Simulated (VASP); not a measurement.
# Ga (I4/mmm) in VASP: further runs

The runs below take Ga through single point, with PBEsol.

Program: VASP 6.6.1. These are calculated values, not measurements. Logs are shortened: lines on timing, memory, paths and dates and some standing lists are left out, and cuts for length are marked.

## 1. The cell of the first run

Symmetry: I4/mmm, No. 139, tetragonal system. Conventional cell: a = 2.817 Å, b = 2.817 Å, c = 4.473 Å, α = 90.00°, β = 90.00°, γ = 90.00°. Ga (site symmetry 4/mmm) has 12 Ga at 2.82 to 3.00 Å within 3.7 Å.

## 2. Single point, PBEsol

File INCAR:

```
SYSTEM = Ga
  PREC = Accurate
  ENCUT = 520
  EDIFF = 1E-6
  ISMEAR = 1
  SIGMA = 0.05
  LREAL = .FALSE.
  LASPH = .TRUE.
  NELM = 100
  ALGO = Normal
  ISIF = 2
  LWAVE = .FALSE.
  LCHARG = .FALSE.
  GGA = PS
  NBANDS = 12
```

File KPOINTS:

```
regular mesh
0
G
  11 11 11
  0 0 0
```

File POSCAR:

```
Ga
1.0
   -1.4086644861      1.4086644861      2.2364053700
    1.4086644861     -1.4086644861      2.2364053700
    1.4086644861      1.4086644861     -2.2364053700
Ga
1
Direct
    0.0000000000      0.0000000000      0.0000000000
```

Potentials or basis: VASP PAW PBE potentials, release 64 (Ga_d).

Started as:

```sh
$ cat potpaw_PBE.64/Ga_d/POTCAR > POTCAR
$ mpirun -np 1 vasp_std > vasp.out
```

OUTCAR:

```text
SYSTEM = Ga
   PREC = Accurate
   ENCUT = 520
   EDIFF = 1E-6
   ISMEAR = 1
   LREAL = .FALSE.
   LASPH = .TRUE.
   NELM = 100
   ISIF = 2
   GGA = PS

 ion  position               nearest neighbor table
   1  0.000  0.000  0.000-

  LATTYP: Found a body centered tetragonal cell.
 ALAT       =     2.8173289722
 C/A-ratio  =     1.5876068376

  Lattice vectors:

 A1 = (  -1.4086644861,   1.4086644861,   2.2364053700)
 A2 = (   1.4086644861,  -1.4086644861,   2.2364053700)
 A3 = (   1.4086644861,   1.4086644861,  -2.2364053700)

Analysis of symmetry for initial positions (statically):
=====================================================================
 Subroutine PRICEL returns:
 Original cell was already a primitive cell.

 Routine SETGRP: Setting up the symmetry group for a
 body centered tetragonal supercell.

 Subroutine GETGRP returns: Found 16 space group operations
 (whereof 16 operations were pure point group operations)
 out of a pool of 16 trial point group operations.

The static configuration has the point symmetry D_4h.

Analysis of symmetry for dynamics (positions and initial velocities):
=====================================================================
 Subroutine PRICEL returns:
 Original cell was already a primitive cell.

 Routine SETGRP: Setting up the symmetry group for a
 body centered tetragonal supercell.

 Subroutine GETGRP returns: Found 16 space group operations
 (whereof 16 operations were pure point group operations)
 out of a pool of 16 trial point group operations.

The dynamic configuration has the point symmetry D_4h.

 Subroutine INISYM returns: Found 16 space group operations
 (whereof 16 operations are pure point group operations),
 and found     1 'primitive' translations

----------------------------------------------------------------------------------------

                                     Primitive cell

  volume of cell :      17.7511

  direct lattice vectors                    reciprocal lattice vectors
    -1.408664486  1.408664486  2.236405370     0.000000000  0.354946124  0.223573064
     1.408664486 -1.408664486  2.236405370     0.354946124  0.000000000  0.223573064
     1.408664486  1.408664486 -2.236405370     0.354946124  0.354946124  0.000000000

  length of vectors
     2.995025918  2.995025918  2.995025918     0.419489769  0.419489769  0.501969623

  position of ions in fractional coordinates (direct lattice)
     0.000000000  0.000000000  0.000000000

  ion indices of the primitive-cell ions
   primitive index   ion index
                 1           1

----------------------------------------------------------------------------------------

 KPOINTS: regular mesh

Automatic generation of k-mesh.
 Grid dimensions read from file:
 generate k-points for:   11   11   11

 Generating k-lattice:

  Cartesian coordinates                     Fractional coordinates (reciprocal lattice)
     0.000000000  0.032267829  0.020324824     0.090909091 -0.000000000  0.000000000
     0.032267829  0.000000000  0.020324824    -0.000000000  0.090909091  0.000000000
     0.032267829  0.032267829  0.000000000     0.000000000  0.000000000  0.090909091

  Length of vectors
     0.038135434  0.038135434  0.045633602

  Shift w.r.t. Gamma in fractional coordinates (k-lattice)
     0.000000000  0.000000000  0.000000000

 Subroutine IBZKPT returns following result:
 ===========================================

 Found    126 irreducible k-points:

 Following reciprocal coordinates:
            Coordinates               Weight
  0.000000  0.000000  0.000000      1.000000
  0.090909  0.000000 -0.000000      8.000000
  0.181818  0.000000 -0.000000      8.000000
  0.272727  0.000000 -0.000000      8.000000
  0.363636  0.000000 -0.000000      8.000000
  0.454545  0.000000  0.000000      8.000000
[... 16 lines left out ...]
 -0.272727  0.181818  0.000000     16.000000
 -0.181818  0.181818  0.000000      4.000000
 [... further k-points ...]
   k-points           NKPTS =    126   k-points in BZ     NKDIM =    126   number of bands    NBANDS=     12
   number of dos      NEDOS =    301   number of ions     NIONS =      1
   total plane-waves  NPLWV =  13824
   dimension x,y,z NGX =    24 NGY =   24 NGZ =   24
   dimension x,y,z NGXF=    48 NGYF=   48 NGZF=   48
   ions per type =               1
   NGX,Y,Z   is equivalent  to a cutoff of  13.32, 13.32, 13.32 a.u.
   NGXF,Y,Z  is equivalent  to a cutoff of  26.64, 26.64, 26.64 a.u.
 SYSTEM =  Ga
   PREC   = accura    normal or accurate (medium, high low for compatibility)
   ISTART =      0    job   : 0-new  1-cont  2-samecut
   ICHARG =      2    charge: 1-file 2-atom 10-const
   ISPIN  =      1    spin polarized calculation?
   LNONCOLLINEAR =      F non collinear calculations
   LSORBIT =      F    spin-orbit coupling
   LASPH  =      T    aspherical Exc in radial PAW
   ENCUT  =  520.0 eV  38.22 Ry    6.18 a.u.   5.57  5.57  5.57*2*pi/ulx,y,z
   NELM   =    100;   NELMIN=  2; NELMDL= -5     # of ELM steps
   EDIFF  = 0.1E-05   stopping-criterion for ELM
   LREAL  =      F    real-space projection
   EDIFFG = 0.1E-04   stopping-criterion for IOM
   NSW    =      0    number of steps for IOM
   IBRION =     -1    ionic relax: 0-MD 1-quasi-New 2-CG
   NFREE  =      0    steps in history (QN), initial steepest desc. (CG)
   ISIF   =      2    stress and relaxation
   ISYM   =      2    0-nonsym 1-usesym 2-fastsym
   POTIM  = 0.5000    time-step for ionic-motion
   TEBEG  =    0.0;   TEEND  =   0.0 temperature during run
   PSTRESS=    0.0 pullay stress
   NELECT =      13.0000    total number of electrons
   NUPDOWN=      -1.0000    fix difference up-down
   EMIN   =  10.00;   EMAX   =-10.00  energy-range for DOS
   EFERMI =   0.00;   METHOD = LEGACY
   ISMEAR =     1;   SIGMA  =   0.05  broadening in eV -4-tet -1-fermi 0-gaus
   EFERMI_NEDOS =   21; number of points for ismear=-14 and -15
   IALGO  =     38    algorithm
   IMIX   =      4    mixing-type and parameters
     AMIX     =   0.40;   BMIX     =  1.00
     AMIX_MAG =   1.60;   BMIX_MAG =  1.00
  volume/ion in A,a.u.               =      17.75       119.79
  Fermi-wavevector in a.u.,A,eV,Ry     =   1.475641  2.788557 29.626911  2.177517
  Thomas-Fermi vector in A             =   2.590265
   LORBIT       =      0    0 simple, 1 ext, 2 COOP (PROOUT), +10 PAW based schemes
   GGA     = PS    functional components
   LHFCALC =     F    Hartree Fock is set to
   AEXX    =    0.0000 exact exchange contribution
   IVDW    =     0    specifies the selected vdW correction
   LEPSILON=     F    determine dielectric tensor
   LRPA    =     F    only Hartree local field effects (RPA)
 non-spin polarized calculation
 Methfessel and Paxton  Order N= 1 SIGMA  =   0.05
  energy-cutoff  :      520.00
  volume of cell :       17.75
 maximum number of plane-waves:       489
   NGX = 11   NGY = 11   NGZ = 11

 number of electron      12.9999994 magnetization

 Free energy of the ion-electron system (eV)
  ---------------------------------------------------
  ext. energy  EPLUGINS =         0.00000000
  ---------------------------------------------------
  free energy    TOTEN  =        -3.33164190 eV

  energy without entropy =       -3.33165718  energy(sigma->0) =       -3.33164699

 E-fermi :   6.0223     XC(G=0): -11.4603

 val. band max:        5.9316088899   @ k =  -0.3636  -0.4545   0.2727
 cond. band min:       6.0241543288   @ k =  -0.2727   0.2727   0.2727
 fundamental gap:      0.0925454389
 Fermi energy:         6.0222643664

 k-point     1 :       0.0000    0.0000    0.0000
  band No.  band energies     occupation
      1      -9.0083      2.00000
      2      -8.8780      2.00000
      3      -8.8780      2.00000
      4      -8.8548      2.00000
      5      -8.7178      2.00000
      6      -5.5504      2.00000
      7      18.8752      0.00000
      8      18.8752      0.00000
      9      18.9088      0.00000
     10      22.3600      0.00000
     11      22.3609      0.00000
     12      22.9923      0.00000

 k-point     2 :       0.0909    0.0000   -0.0000
  band No.  band energies     occupation
      1      -8.9967      2.00000
      2      -8.8833      2.00000
      3      -8.8683      2.00000
      4      -8.8496      2.00000
      5      -8.7236      2.00000
      6      -5.3269      2.00000
      7      16.4315      0.00000
      8      18.2007      0.00000
      9      18.6157      0.00000
     10      21.2386      0.00000
     11      22.9213      0.00000
     12      23.6260      0.00000

 k-point     3 :       0.1818    0.0000   -0.0000
  band No.  band energies     occupation
      1      -8.9789      2.00000
      2      -8.9061      2.00000
      3      -8.8470      2.00000
      4      -8.8182      2.00000
      5      -8.7344      2.00000
      6      -4.6494      2.00000
      7      12.6044      0.00000
      8      16.9795      0.00000
      9      18.1658      0.00000
     10      20.7502      0.00000
     11      21.7431      0.00000
     12      25.0479      0.00000
[... 286 lines left out ...]
 k-point    23 :      -0.2727    0.1818    0.0000
  band No.  band energies     occupation
      1      -8.9688      2.00000
      2      -8.8757      2.00000
      3      -8.8319      2.00000
      4      -8.8108      2.00000
      5      -8.7404      2.00000
      6      -3.3843      2.00000
      7      11.6122      0.00000
      8      13.7781      0.00000
      9      15.5411      0.00000
     10      17.8934      0.00000
     11      19.3005      0.00000
     12      24.9979      0.00000

 k-point    24 :      -0.1818    0.1818    0.0000
  band No.  band energies     occupation
      1      -8.9429      2.00000
      2      -8.8900      2.00000
      3      -8.8404      2.00000
      4      -8.8262      2.00000
      5      -8.7621      2.00000
      6      -4.2629      2.00000
      7      14.4006      0.00000
      8      15.0206      0.00000
      9      15.9693      0.00000
     10      17.5387      0.00000
     11      21.0830      0.00000
     12      25.6542      0.00000

 [... further k-points ...]
[... 5 lines left out ...]
  --------------------------------------------------------------------------------------
  -------------------------------------------------------------------------------------
  Total       -0.1090658     -0.1090658      0.1324970      0.0000000     -0.0000000      0.0000000
  in kB       -9.8440475     -9.8440475     11.9588916      0.0000000     -0.0000000      0.0000000
  external PRESSURE =      -2.5764011 kB  Pullay stress =       0.0000000 kB

 VOLUME and BASIS-vectors are now :
 -----------------------------------------------------------------------------
  energy-cutoff  :      520.00
  volume of cell :       17.75
      direct lattice vectors                 reciprocal lattice vectors
    -1.408664486  1.408664486  2.236405370     0.000000000  0.354946124  0.223573064
     1.408664486 -1.408664486  2.236405370     0.354946124  0.000000000  0.223573064
     1.408664486  1.408664486 -2.236405370     0.354946124  0.354946124  0.000000000

 POSITION                                       TOTAL-FORCE (eV/Angst)
 -----------------------------------------------------------------------------------
      0.00000      0.00000      0.00000        -0.000000     -0.000000      0.000000
 -----------------------------------------------------------------------------------
    total drift:                               -0.000000      0.000000      0.000000

  FREE ENERGIE OF THE ION-ELECTRON SYSTEM (eV)
  ---------------------------------------------------
  free  energy   TOTEN  =        -3.3316418984 eV

  energy  without entropy=       -3.3316571788  energy(sigma->0) =       -3.33164699
```

Run time: 52 s. Hardware: 1 thread of AMD EPYC 7R13, shared host; peak memory 0.12 GiB.

What came out:

- Free energy: -3.3316 eV
- Pressure: -0.3 GPa

Levels at points of the mesh, in eV from the Fermi level:
| k point | band 3 | band 4 | band 5 | band 6 | band 7 | band 8 | band 9 | band 10 |
| --- | --- | --- | --- | --- | --- | --- | --- | --- |
| (0.00, 0.00, 0.00) | -14.90 | -14.88 | -14.74 | -11.57 | 12.85 | 12.85 | 12.89 | 16.34 |

Caveat: the PAW data sets were made with another functional, which shifts forces and pressure a little.

[end of part 1 of 2]
